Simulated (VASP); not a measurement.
# Al (P6_3/mmc) in VASP: a series of runs, part 2 of 2

VASP 6.6.1.

## 5. Single point, LDA

This run uses another cell than the first one, of 16.38 Å³/atom.

INCAR reads:

```
SYSTEM = Al
PREC = Accurate
ENCUT = 520
EDIFF = 1E-7
ISMEAR = 0
SIGMA = 0.15
LREAL = .False.
LASPH = .True.
NELM = 100
ALGO = Fast
ISIF = 2
LWAVE = .False.
LCHARG = .False.
GGA = CA
NBANDS = 10
```

KPOINTS reads:

```
Automatic mesh
0
Gamma
  18 18 10
  0 0 0
```

POSCAR reads:

```
Al
1.0
    2.8235000000      0.0000000000      0.0000000000
   -1.4117500000      2.4452227276      0.0000000000
    0.0000000000      0.0000000000      4.7448000000
Al
2
Direct
    0.6666666667      0.3333333333      0.7500000000
    0.3333333333      0.6666666667      0.2500000000
```

Potentials or basis: VASP PAW LDA potentials, release 64 (Al).

The run is started by

```console
$ cat potpaw_LDA.64/Al/POTCAR > POTCAR
$ mpirun -np 1 vasp_std > vasp.out
```

OUTCAR:

```text
SYSTEM = Al
   PREC = Accurate
   ENCUT = 520
   EDIFF = 1E-7
   ISMEAR = 0
   LREAL = .False.
   LASPH = .True.
   NELM = 100
   ISIF = 2
   GGA = CA

 ion  position               nearest neighbor table
   1  0.667  0.333  0.750-   2 2.88   2 2.88   2 2.88   2 2.88   2 2.88   2 2.88
   2  0.333  0.667  0.250-   1 2.88   1 2.88   1 2.88   1 2.88   1 2.88   1 2.88

  LATTYP: Found a hexagonal cell.
 ALAT       =     2.8235000000
 C/A-ratio  =     1.6804675049

  Lattice vectors:

 A1 = (   2.8235000000,   0.0000000000,   0.0000000000)
 A2 = (  -1.4117500000,   2.4452227276,   0.0000000000)
 A3 = (   0.0000000000,   0.0000000000,   4.7448000000)

Analysis of symmetry for initial positions (statically):
=====================================================================
 Subroutine PRICEL returns:
 Original cell was already a primitive cell.

 Routine SETGRP: Setting up the symmetry group for a
 hexagonal supercell.

 Subroutine GETGRP returns: Found 24 space group operations
 (whereof 12 operations were pure point group operations)
 out of a pool of 24 trial point group operations.

The static configuration has the point symmetry D_3d.
 The point group associated with its full space group is D_6h.

[... 167 lines left out ...]
 fundamental gap:      0.0114352113
 Fermi energy:         7.8522458685

 k-point     1 :       0.0000    0.0000    0.0000
  band No.  band energies     occupation
      1      -3.2861      2.00000
      2       3.1089      2.00000
      3       3.1466      2.00000
      4      18.8421      0.00000
      5      18.8421      0.00000
      6      19.2016      0.00000
      7      19.2016      0.00000
      8      19.5793      0.00000
      9      21.1784      0.00000
     10      22.2778      0.00000
[... 287 lines left out ...]
 k-point    24 :       0.3889    0.1111    0.0000
  band No.  band energies     occupation
      1       1.7229      2.00000
      2       4.3186      2.00000
      3       7.8450      1.05483
      4       8.0318      0.09045
      5      10.1590      0.00000
      6      10.5488      0.00000
      7      11.5770      0.00000
      8      16.8710      0.00000
      9      16.9983      0.00000
     10      18.5580      0.00000

 [... further k-points ...]
[... 5 lines left out ...]
  --------------------------------------------------------------------------------------
  -------------------------------------------------------------------------------------
  Total       -0.3892578     -0.3892578     -0.4275407      0.0000000     -0.0000000      0.0000000
  in kB      -19.0381064    -19.0381064    -20.9104756      0.0000000     -0.0000000      0.0000000
  external PRESSURE =     -19.6622295 kB  Pullay stress =       0.0000000 kB

 VOLUME and BASIS-vectors are now :
 -----------------------------------------------------------------------------
  energy-cutoff  :      520.00
  volume of cell :       32.76
      direct lattice vectors                 reciprocal lattice vectors
     2.823500000  0.000000000  0.000000000     0.354170356  0.204480350  0.000000000
    -1.411750000  2.445222728  0.000000000     0.000000000  0.408960701  0.000000000
     0.000000000  0.000000000  4.744800000     0.000000000  0.000000000  0.210757039

 POSITION                                       TOTAL-FORCE (eV/Angst)
 -----------------------------------------------------------------------------------
      1.41175      0.81507      3.55860        -0.000000      0.000000      0.000000
     -0.00000      1.63015      1.18620         0.000000     -0.000000      0.000000
 -----------------------------------------------------------------------------------
    total drift:                                0.000000     -0.000000     -0.000000

  FREE ENERGIE OF THE ION-ELECTRON SYSTEM (eV)
  ---------------------------------------------------
  free  energy   TOTEN  =        -8.3101292656 eV

  energy  without entropy=       -8.2991628443  energy(sigma->0) =       -8.30464605
```

Wall time 26 s (1 thread of AMD EPYC 9R45 (Zen 5), shared host); peak memory 0.14 GiB.

What came out:

| Quantity | Value |
| --- | --- |
| Free energy | -8.3101 eV |
| Pressure | -2.0 GPa |
| Band gap on the k mesh | zero (bands 3 and 4 overlap by 7.06 eV) |

## 6. Single point, LDA

This run uses another cell than the first one, of 16.45 Å³/atom.

INCAR reads:

```
SYSTEM = Al
PREC = Accurate
ENCUT = 520
EDIFF = 1E-6
ISMEAR = 0
SIGMA = 0.15
LREAL = .False.
LASPH = .True.
NELM = 60
ALGO = Fast
ISIF = 2
LWAVE = .False.
LCHARG = .False.
NBANDS = 10
```

KPOINTS reads:

```
regular mesh
0
Gamma
  18 18 10
  0 0 0
```

POSCAR reads:

```
Al
1.0
    2.8655000000      0.0000000000      0.0000000000
   -1.4327500000      2.4815957946      0.0000000000
    0.0000000000      0.0000000000      4.6277000000
Al
2
Direct
    0.6666666667      0.3333333333      0.7500000000
    0.3333333333      0.6666666667      0.2500000000
```

Potentials or basis: VASP PAW LDA potentials, release 64 (Al).

The run is started by

```console
$ cat potpaw_LDA.64/Al/POTCAR > POTCAR
$ mpirun -np 1 vasp_std > vasp.out
```

Run time: 21 s. Hardware: 1 thread of AMD EPYC 9R45 (Zen 5), shared host; peak memory 0.14 GiB.

The run converged. Its results:

| Quantity | Value |
| --- | --- |
| Free energy | -8.3080 eV |
| Pressure | -2.3 GPa |
| Band gap on the k mesh | zero (bands 3 and 4 overlap by 7.53 eV) |

Stress tensor (GPa, compression positive):
```
-2.56  0.00  0.00
 0.00 -2.56  0.00
 0.00  0.00 -1.76
```

Levels at points of the mesh, in eV from the Fermi level:
```tsv
k point	band 1	band 2	band 3	band 4	band 5	band 6	band 7	band 8
(0.00, 0.00, 0.00)	-11.12	-4.50	-4.27	10.29	10.29	10.81	10.81	12.22
(0.50, 0.00, 0.00)	-5.38	-5.14	0.62	1.21	1.56	1.80	5.41	7.15
(0.00, 0.00, 0.50)	-9.41	-9.41	3.64	3.64	11.60	11.60	11.60	11.60
(0.50, 0.00, 0.50)	-3.92	-3.92	-3.25	-3.25	6.88	6.88	7.62	7.62
```

## 7. Summary

| cell | gap on the mesh (eV) | pressure (GPa) |
| --- | --- | --- |
| a = 2.845, b = 2.845, c = 4.686 Å, angles 90.0, 90.0, 120.0°, 2 atoms | none | -2.2 |
| a = 2.781, b = 2.781, c = 4.920 Å, angles 90.0, 90.0, 120.0°, 2 atoms | none | -1.9 |
| a = 2.802, b = 2.802, c = 4.862 Å, angles 90.0, 90.0, 120.0°, 2 atoms | none | -2.4 |
| a = 2.824, b = 2.824, c = 4.745 Å, angles 90.0, 90.0, 120.0°, 2 atoms | none | -2.0 |
| a = 2.865, b = 2.866, c = 4.628 Å, angles 90.0, 90.0, 120.0°, 2 atoms | none | -2.3 |

Alike in all rows: task single point; level LDA; potentials or basis VASP PAW LDA potentials, release 64 (Al); no spin polarisation; k mesh 18 × 18 × 10; cutoff (eV) 520; smearing gaussian 0.15 eV.

Total energies depend on the potentials used, so only differences within one code and one set of settings carry meaning.
